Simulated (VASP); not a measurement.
# Cu (Cmcm) in VASP: notebook

Runs on Cu. Level: LDA. Tasks: single point.

All numbers are computed with VASP 6.6.1; they aren't measurements. Logs are shortened: lines on timing, memory, paths and dates and some standing lists are left out, and cuts for length are marked.

## 1. The cell of the first run

The structure is orthorhombic, space group Cmcm (No. 63). Conventional cell: a = 2.458 Å, b = 8.023 Å, c = 2.497 Å, α = 90.00°, β = 90.00°, γ = 90.00°. Cu (site symmetry m2m) has 10 Cu at 2.46 to 2.56 Å within 3.2 Å.

## 2. Single point, LDA

INCAR

```
PREC = Accurate
ENCUT = 520
EDIFF = 1E-6
ISMEAR = -1
SIGMA = 0.15
LREAL = F
LASPH = T
NELM = 100
ALGO = Normal
ISIF = 2
LWAVE = F
LCHARG = F
NBANDS = 18
```

KPOINTS

```
regular mesh
0
Gamma
  12 12 12
```

POSCAR

```
Cu
1.0
    1.2291999188     -4.0114139727      0.0000000000
    1.2291999188      4.0114139727      0.0000000000
    0.0000000000      0.0000000000      2.4973076613
Cu
2
Direct
    0.1338670000      0.8661330000      0.2500000000
    0.8661330000      0.1338670000      0.7500000000
```

Potentials or basis: VASP PAW LDA potentials, release 64 (Cu).

Command:

```bash
cat potpaw_LDA.64/Cu/POTCAR > POTCAR
mpirun -np 1 vasp_std > vasp.out
```

OUTCAR:

```text
PREC = Accurate
   ENCUT = 520
   EDIFF = 1E-6
   ISMEAR = -1
   LREAL = F
   LASPH = T
   NELM = 100
   ISIF = 2

 ion  position               nearest neighbor table
   1  0.134  0.866  0.250-   2 2.48   2 2.48   2 2.56   2 2.56   2 2.56   2 2.56
   2  0.866  0.134  0.750-   1 2.48   1 2.48   1 2.56   1 2.56   1 2.56   1 2.56

  LATTYP: Found a base centered orthorhombic cell.
 ALAT       =     2.4583998376
 B/A-ratio  =     3.2634349477
 C/A-ratio  =     1.0158264832

  Lattice vectors:

 A1 = (   1.2291999188,  -4.0114139727,   0.0000000000)
 A2 = (   1.2291999188,   4.0114139727,   0.0000000000)
 A3 = (   0.0000000000,   0.0000000000,   2.4973076613)

Analysis of symmetry for initial positions (statically):
=====================================================================
 Subroutine PRICEL returns:
 Original cell was already a primitive cell.

 Routine SETGRP: Setting up the symmetry group for a
 base centered orthorhombic supercell.

 Subroutine GETGRP returns: Found  8 space group operations
 (whereof  4 operations were pure point group operations)
 out of a pool of  8 trial point group operations.

The static configuration has the point symmetry C_2h.
 The point group associated with its full space group is D_2h.

Analysis of symmetry for dynamics (positions and initial velocities):
=====================================================================
 Subroutine PRICEL returns:
 Original cell was already a primitive cell.

 Routine SETGRP: Setting up the symmetry group for a
 base centered orthorhombic supercell.

 Subroutine GETGRP returns: Found  8 space group operations
 (whereof  4 operations were pure point group operations)
 out of a pool of  8 trial point group operations.

The dynamic configuration has the point symmetry C_2h.
 The point group associated with its full space group is D_2h.

 Subroutine INISYM returns: Found  8 space group operations
 (whereof  4 operations are pure point group operations),
 and found     1 'primitive' translations

----------------------------------------------------------------------------------------

                                     Primitive cell

  volume of cell :      24.6276

  direct lattice vectors                    reciprocal lattice vectors
     1.229199919 -4.011413973  0.000000000     0.406768657 -0.124644328  0.000000000
     1.229199919  4.011413973  0.000000000     0.406768657  0.124644328  0.000000000
     0.000000000  0.000000000  2.497307661     0.000000000  0.000000000  0.400431239

  length of vectors
     4.195518383  4.195518383  2.497307661     0.425437362  0.425437362  0.400431239

  position of ions in fractional coordinates (direct lattice)
     0.133867000  0.866133000  0.250000000
     0.866133000  0.133867000  0.750000000

  ion indices of the primitive-cell ions
   primitive index   ion index
                 1           1
                 2           2

----------------------------------------------------------------------------------------

 KPOINTS: regular mesh

Automatic generation of k-mesh.
 Grid dimensions read from file:
 generate k-points for:   12   12   12

 Generating k-lattice:

  Cartesian coordinates                     Fractional coordinates (reciprocal lattice)
     0.033897388 -0.010387027  0.000000000     0.083333333  0.000000000  0.000000000
     0.033897388  0.010387027  0.000000000     0.000000000  0.083333333  0.000000000
     0.000000000  0.000000000  0.033369270     0.000000000  0.000000000  0.083333333

  Length of vectors
     0.035453113  0.035453113  0.033369270

  Shift w.r.t. Gamma in fractional coordinates (k-lattice)
     0.000000000  0.000000000  0.000000000

 Subroutine IBZKPT returns following result:
 ===========================================

 Found    301 irreducible k-points:

 Following reciprocal coordinates:
            Coordinates               Weight
  0.000000  0.000000  0.000000      1.000000
  0.083333 -0.000000  0.000000      4.000000
  0.166667  0.000000  0.000000      4.000000
  0.250000  0.000000  0.000000      4.000000
  0.333333 -0.000000  0.000000      4.000000
  0.416667 -0.000000  0.000000      4.000000
[... 16 lines left out ...]
  0.500000  0.166667  0.000000      4.000000
 -0.416667  0.166667  0.000000      4.000000
 [... further k-points ...]
   k-points           NKPTS =    301   k-points in BZ     NKDIM =    301   number of bands    NBANDS=     18
   number of dos      NEDOS =    301   number of ions     NIONS =      2
   total plane-waves  NPLWV =  20480
   dimension x,y,z NGX =    32 NGY =   32 NGZ =   20
   dimension x,y,z NGXF=    64 NGYF=   64 NGZF=   40
   ions per type =               2
   NGX,Y,Z   is equivalent  to a cutoff of  12.68, 12.68, 13.31 a.u.
   NGXF,Y,Z  is equivalent  to a cutoff of  25.36, 25.36, 26.63 a.u.
 SYSTEM =  unknown system
   PREC   = accura    normal or accurate (medium, high low for compatibility)
   ISTART =      0    job   : 0-new  1-cont  2-samecut
   ICHARG =      2    charge: 1-file 2-atom 10-const
   ISPIN  =      1    spin polarized calculation?
   LNONCOLLINEAR =      F non collinear calculations
   LSORBIT =      F    spin-orbit coupling
   LASPH  =      T    aspherical Exc in radial PAW
   ENCUT  =  520.0 eV  38.22 Ry    6.18 a.u.   7.80  7.80  4.64*2*pi/ulx,y,z
   NELM   =    100;   NELMIN=  2; NELMDL= -5     # of ELM steps
   EDIFF  = 0.1E-05   stopping-criterion for ELM
   LREAL  =      F    real-space projection
   EDIFFG = 0.1E-04   stopping-criterion for IOM
   NSW    =      0    number of steps for IOM
   IBRION =     -1    ionic relax: 0-MD 1-quasi-New 2-CG
   NFREE  =      0    steps in history (QN), initial steepest desc. (CG)
   ISIF   =      2    stress and relaxation
   ISYM   =      2    0-nonsym 1-usesym 2-fastsym
   POTIM  = 0.5000    time-step for ionic-motion
   TEBEG  =    0.0;   TEEND  =   0.0 temperature during run
   PSTRESS=    0.0 pullay stress
   NELECT =      22.0000    total number of electrons
   NUPDOWN=      -1.0000    fix difference up-down
   EMIN   =  10.00;   EMAX   =-10.00  energy-range for DOS
   EFERMI =   0.00;   METHOD = LEGACY
   ISMEAR =    -1;   SIGMA  =   0.15  broadening in eV -4-tet -1-fermi 0-gaus
   EFERMI_NEDOS =   21; number of points for ismear=-14 and -15
   IALGO  =     38    algorithm
   IMIX   =      4    mixing-type and parameters
     AMIX     =   0.40;   BMIX     =  1.00
     AMIX_MAG =   1.60;   BMIX_MAG =  1.00
  volume/ion in A,a.u.               =      12.31        83.10
  Fermi-wavevector in a.u.,A,eV,Ry     =   1.576673  2.979480 33.822704  2.485899
  Thomas-Fermi vector in A             =   2.677471
   LORBIT       =      0    0 simple, 1 ext, 2 COOP (PROOUT), +10 PAW based schemes
   GGA     = CA    functional components
   LHFCALC =     F    Hartree Fock is set to
   AEXX    =    0.0000 exact exchange contribution
   IVDW    =     0    specifies the selected vdW correction
   LEPSILON=     F    determine dielectric tensor
   LRPA    =     F    only Hartree local field effects (RPA)
 non-spin polarized calculation
  energy-cutoff  :      520.00
  volume of cell :       24.63
 maximum number of plane-waves:       690
   NGX = 15   NGY = 15   NGZ =  9

 number of electron      22.0000019 magnetization

 Free energy of the ion-electron system (eV)
  ---------------------------------------------------
  ext. energy  EPLUGINS =         0.00000000
  ---------------------------------------------------
  free energy    TOTEN  =        -9.05934575 eV

  energy without entropy =       -9.01442569  energy(sigma->0) =       -9.03688572

 E-fermi :   6.8082     XC(G=0): -12.8228

 val. band max:        6.8027517861   @ k =   0.4167   0.2500   0.1667
 cond. band min:       6.8138847882   @ k =  -0.2500   0.1667   0.5000
 fundamental gap:      0.0111330021
 Fermi energy:         6.8081937152

 k-point     1 :       0.0000    0.0000    0.0000
  band No.  band energies     occupation
      1      -2.2189      2.00000
      2       1.9732      2.00000
      3       2.6849      2.00000
      4       3.1438      2.00000
      5       3.8328      2.00000
      6       4.0898      2.00000
[... 10 lines left out ...]
     17      26.1481      0.00000
     18      28.1255      0.00000

 k-point     2 :       0.0833   -0.0000    0.0000
  band No.  band energies     occupation
      1      -2.0224      2.00000
      2       2.0460      2.00000
      3       2.7585      2.00000
      4       3.2107      2.00000
      5       3.8547      2.00000
      6       4.0832      2.00000
[... 10 lines left out ...]
     17      26.7011      0.00000
     18      29.9673      0.00000

 k-point     3 :       0.1667    0.0000    0.0000
  band No.  band energies     occupation
      1      -1.4470      2.00000
      2       2.2266      2.00000
      3       2.9583      2.00000
      4       3.3883      2.00000
      5       3.8915      2.00000
      6       3.9133      2.00000
[... 10 lines left out ...]
     17      27.0072      0.00000
     18      30.4017      0.00000

 k-point     4 :       0.2500    0.0000    0.0000
  band No.  band energies     occupation
      1      -0.5441      2.00000
      2       2.4227      2.00000
      3       3.1924      2.00000
      4       3.2921      2.00000
      5       3.8151      2.00000
      6       3.9866      2.00000
[... 10 lines left out ...]
     17      27.3705      0.00000
     18      30.4596      0.00000

 k-point     5 :       0.3333   -0.0000    0.0000
  band No.  band energies     occupation
      1       0.5498      2.00000
      2       2.4931      2.00000
      3       3.0715      2.00000
      4       3.4135      2.00000
      5       3.8742      2.00000
      6       4.0418      2.00000
[... 10 lines left out ...]
     17      27.1889      0.00000
     18      28.0763      0.00000

 k-point     6 :       0.4167   -0.0000    0.0000
  band No.  band energies     occupation
      1       1.4978      2.00000
      2       2.3850      2.00000
      3       3.1006      2.00000
      4       3.6768      2.00000
      5       3.8806      2.00000
      6       4.0641      2.00000
[... 10 lines left out ...]
     17      27.0820      0.00000
     18      28.5722      0.00000

 k-point     7 :       0.5000    0.0000    0.0000
  band No.  band energies     occupation
      1       1.8645      2.00000
      2       2.3022      2.00000
      3       3.1477      2.00000
      4       3.7518      2.00000
      5       4.0582      2.00000
      6       4.0735      2.00000
[... 10 lines left out ...]
     17      28.4733      0.00000
     18      28.9259      0.00000

 k-point     8 :       0.0833    0.0833    0.0000
  band No.  band energies     occupation
      1      -1.5125      2.00000
      2       2.2344      2.00000
      3       2.9945      2.00000
      4       3.3524      2.00000
      5       3.8934      2.00000
      6       3.9656      2.00000
[... 10 lines left out ...]
     17      26.9783      0.00000
     18      30.6603      0.00000
[... 229 lines left out ...]
     17      27.7513      0.00000
     18      31.0271      0.00000

 k-point    20 :       0.2500    0.1667    0.0000
  band No.  band energies     occupation
      1       1.3342      2.00000
      2       2.6370      2.00000
      3       2.8935      2.00000
      4       3.3571      2.00000
      5       3.8909      2.00000
      6       3.9935      2.00000
[... 10 lines left out ...]
     17      27.7642      0.00000
     18      28.4270      0.00000

 k-point    21 :       0.3333    0.1667    0.0000
  band No.  band energies     occupation
      1       1.8310      2.00000
      2       2.4488      2.00000
      3       3.1053      2.00000
      4       3.4846      2.00000
      5       3.8039      2.00000
      6       4.0067      2.00000
[... 10 lines left out ...]
     17      28.4364      0.00000
     18      28.8116      0.00000

 k-point    22 :       0.4167    0.1667    0.0000
  band No.  band energies     occupation
      1       1.7812      2.00000
      2       2.2246      2.00000
      3       3.2482      2.00000
      4       3.6590      2.00000
      5       3.6932      2.00000
      6       4.0658      2.00000
[... 10 lines left out ...]
     17      28.0728      0.00000
     18      28.2655      0.00000

 k-point    23 :       0.5000    0.1667    0.0000
  band No.  band energies     occupation
      1       1.0799      2.00000
      2       2.2117      2.00000
      3       3.2475      2.00000
      4       3.4119      2.00000
      5       3.7251      2.00000
      6       4.1420      2.00000
[... 10 lines left out ...]
     17      26.1705      0.00000
     18      28.0109      0.00000

 k-point    24 :      -0.4167    0.1667    0.0000
  band No.  band energies     occupation
      1       0.0366      2.00000
      2       2.2004      2.00000
      3       3.0600      2.00000
      4       3.2964      2.00000
      5       3.7065      2.00000
      6       4.1363      2.00000
[... 10 lines left out ...]
     17      27.0505      0.00000
     18      27.9608      0.00000

 [... further k-points ...]

------------------------ aborting loop because EDIFF is reached ----------------------------------------

  FORCE on cell =-STRESS in cart. coord.  units (eV):
  Direction    XX          YY          ZZ          XY          YZ          ZX
  --------------------------------------------------------------------------------------
  -------------------------------------------------------------------------------------
  Total       -1.4546446     -1.6072235     -1.5210803      0.0000000      0.0000000      0.0000000
  in kB      -94.6336132   -104.5598132    -98.9556664      0.0000000      0.0000000      0.0000000
  external PRESSURE =     -99.3830309 kB  Pullay stress =       0.0000000 kB

 VOLUME and BASIS-vectors are now :
 -----------------------------------------------------------------------------
  energy-cutoff  :      520.00
  volume of cell :       24.63
      direct lattice vectors                 reciprocal lattice vectors
     1.229199919 -4.011413973  0.000000000     0.406768657 -0.124644328  0.000000000
     1.229199919  4.011413973  0.000000000     0.406768657  0.124644328  0.000000000
     0.000000000  0.000000000  2.497307661     0.000000000  0.000000000  0.400431239

 POSITION                                       TOTAL-FORCE (eV/Angst)
 -----------------------------------------------------------------------------------
      1.22920      2.93742      0.62433         0.000000     -0.074624     -0.000000
      1.22920     -2.93742      1.87298         0.000000      0.074624      0.000000
 -----------------------------------------------------------------------------------
    total drift:                                0.000000     -0.000000      0.000000

  FREE ENERGIE OF THE ION-ELECTRON SYSTEM (eV)
  ---------------------------------------------------
  free  energy   TOTEN  =        -9.0593457516 eV

  energy  without entropy=       -9.0144256887  energy(sigma->0) =       -9.03688572
```

It took 3.3 min on 1 thread of Intel Xeon 8259CL, shared host; peak memory 0.22 GiB.

What came out:

```yaml
Free_energy: -9.0593 eV
Pressure: -9.9 GPa
Largest_force: 0.075 eV/Å
Band_gap_on_the_k_mesh: zero (bands 11 and 12 overlap by 5.51 eV)
```

Forces on the atoms (eV/Å):
```
Cu   0.000 -0.075  0.000
Cu   0.000  0.075  0.000
```

Stress tensor (GPa, compression positive):
```
 -9.46   0.00   0.00
  0.00 -10.46   0.00
  0.00   0.00  -9.90
```

Caveat: the cell stands under tension.

## 3. Single point, LDA

This run uses another cell than the first one, of 12.63 Å³/atom.

INCAR

```
ALGO     = Normal         # electronic algorithm
EDIFF    = 1E-6           # SCF threshold, eV
ENCUT    = 520            # plane-wave cutoff, eV
ISIF     = 2              # what is computed and relaxed
ISMEAR   = -1             # smearing method
LASPH    = True           # aspherical terms in the spheres
LCHARG   = True           # write CHGCAR
LELF     = True           # ELF
LREAL    = False          # projectors in reciprocal space
LVHAR    = True         
LWAVE    = False          # write WAVECAR
NBANDS   = 18             # bands
NELM     = 60             # most SCF steps
PREC     = Accurate       # precision mode
SIGMA    = 0.15           # smearing width, eV
```

KPOINTS

```
k-points
0
Gamma
  12 12 12
```

POSCAR

```
Cu
1.0
    1.2397515072     -4.0458483949      0.0000000000
    1.2397515072      4.0458483949      0.0000000000
    0.0000000000      0.0000000000      2.5187448271
Cu
2
Direct
    0.1338670000      0.8661330000      0.2500000000
    0.8661330000      0.1338670000      0.7500000000
```

Potentials or basis: VASP PAW LDA potentials, release 64 (Cu).

Command:

```bash
cat potpaw_LDA.64/Cu/POTCAR > POTCAR
mpirun -np 1 vasp_std > vasp.out
```

It took 2.6 min on 1 thread of Intel Xeon 8259CL, shared host; peak memory 0.23 GiB.

The run converged. Its results:

```
Free energy            : -9.0140 eV
Pressure               : -12.7 GPa
Largest force          : 0.102 eV/Å
Band gap on the k mesh : zero (bands 11 and 12 overlap by 5.44 eV)
```

Forces on the atoms (eV/Å):
```
Cu   0.000 -0.102  0.000
Cu   0.000  0.102  0.000
```

Stress tensor (GPa, compression positive):
```
-12.07   0.00   0.00
  0.00 -13.31   0.00
  0.00   0.00 -12.74
```

Levels at points of the mesh, in eV from the Fermi level:
```
           k point  band 8  band 9  band 10  band 11  band 12  band 13  band 14  band 15
(0.00, 0.00, 0.00)   -1.97   -1.79    -1.66    -1.43     0.09     4.51    14.25    17.73
(0.50, 0.00, 0.00)   -2.40   -2.06    -1.63    -0.45     1.17     2.48     6.56    12.45
(0.50, 0.50, 0.00)   -2.24   -2.22    -1.87    -1.57    -1.51    13.17    14.82    15.04
(0.00, 0.00, 0.50)   -2.61   -1.68    -1.68    -0.04    -0.04     7.93     7.93     9.05
(0.50, 0.00, 0.50)   -1.78   -1.28    -1.28     3.63     3.63     7.21     7.21     9.32
(0.50, 0.50, 0.50)   -1.94   -1.53    -1.53    -0.77    -0.77     3.43     3.43    17.31
```

Caveat: the cell stands under tension.

## 4. Single point, LDA

This run uses another cell than the first one, of 12.95 Å³/atom.

INCAR

```
PREC = Accurate
ENCUT = 520
EDIFF = 1E-6
ISMEAR = -1
SIGMA = 0.15
LREAL = False
LASPH = True
NELM = 80
ALGO = Normal
ISIF = 2
LWAVE = False
LCHARG = False
GGA = CA
NBANDS = 18
```

KPOINTS

```
regular mesh
0
Gamma
  12 12 12
```

POSCAR

```
Cu
1.0
    1.2501264791     -4.0797064409      0.0000000000
    1.2501264791      4.0797064409      0.0000000000
    0.0000000000      0.0000000000      2.5398231697
Cu
2
Direct
    0.1338670000      0.8661330000      0.2500000000
    0.8661330000      0.1338670000      0.7500000000
```

Command:

```bash
cat potpaw_LDA.64/Cu/POTCAR > POTCAR
mpirun -np 1 vasp_std > vasp.out
```

Run time: 3.1 min. Hardware: 1 thread of Intel Xeon 8259CL, shared host; peak memory 0.23 GiB.

Results (log left out):

```
Free energy            : -8.9586 eV
Pressure               : -15.0 GPa
Largest force          : 0.126 eV/Å
Band gap on the k mesh : zero (bands 11 and 12 overlap by 5.38 eV)
```

Forces on the atoms (eV/Å):
```
Cu   0.000 -0.126  0.000
Cu   0.000  0.126  0.000
```

Stress tensor (GPa, compression positive):
```
-14.25   0.00   0.00
  0.00 -15.69   0.00
  0.00   0.00 -15.13
```

Levels at points of the mesh, in eV from the Fermi level:
| k point | band 7 | band 8 | band 9 | band 10 | band 11 | band 12 | band 13 | band 14 | band 15 | band 16 |
| --- | --- | --- | --- | --- | --- | --- | --- | --- | --- | --- |
| (0.00, 0.00, 0.00) | -2.21 | -1.93 | -1.76 | -1.64 | -1.42 | 0.14 | 4.38 | 14.03 | 17.44 | 18.32 |
| (0.50, 0.00, 0.00) | -2.53 | -2.35 | -2.02 | -1.61 | -0.44 | 1.12 | 2.46 | 6.42 | 12.26 | 14.95 |
| (0.50, 0.50, 0.00) | -2.42 | -2.19 | -2.17 | -1.84 | -1.55 | -1.49 | 12.96 | 14.58 | 14.82 | 16.70 |
| (0.00, 0.00, 0.50) | -2.55 | -2.55 | -1.65 | -1.65 | -0.06 | -0.06 | 7.80 | 7.80 | 8.88 | 8.88 |
| (0.50, 0.00, 0.50) | -1.74 | -1.74 | -1.27 | -1.27 | 3.60 | 3.60 | 7.08 | 7.08 | 9.15 | 9.15 |
| (0.50, 0.50, 0.50) | -1.90 | -1.90 | -1.51 | -1.51 | -0.70 | -0.70 | 3.32 | 3.32 | 17.05 | 17.05 |

Caveat: the cell stands under tension.

## 5. The runs side by side

| cell | gap on the mesh (eV) | pressure (GPa) | largest force (eV/Å) |
| --- | --- | --- | --- |
| a = 4.196, b = 4.196, c = 2.497 Å, angles 90.0, 90.0, 145.9°, 2 atoms | none | -9.9 | 0.07 |
| a = 4.232, b = 4.232, c = 2.519 Å, angles 90.0, 90.0, 145.9°, 2 atoms | none | -12.7 | 0.10 |
| a = 4.267, b = 4.267, c = 2.540 Å, angles 90.0, 90.0, 145.9°, 2 atoms | none | -15.0 | 0.13 |

Alike in all rows: task single point; level LDA; potentials or basis VASP PAW LDA potentials, release 64 (Cu); no spin polarisation; k mesh 12 × 12 × 12; cutoff (eV) 520; smearing fermi-dirac 0.15 eV.

Caveats: the cell stands under tension.

Absolute energies hang on the potentials; compare differences alone.
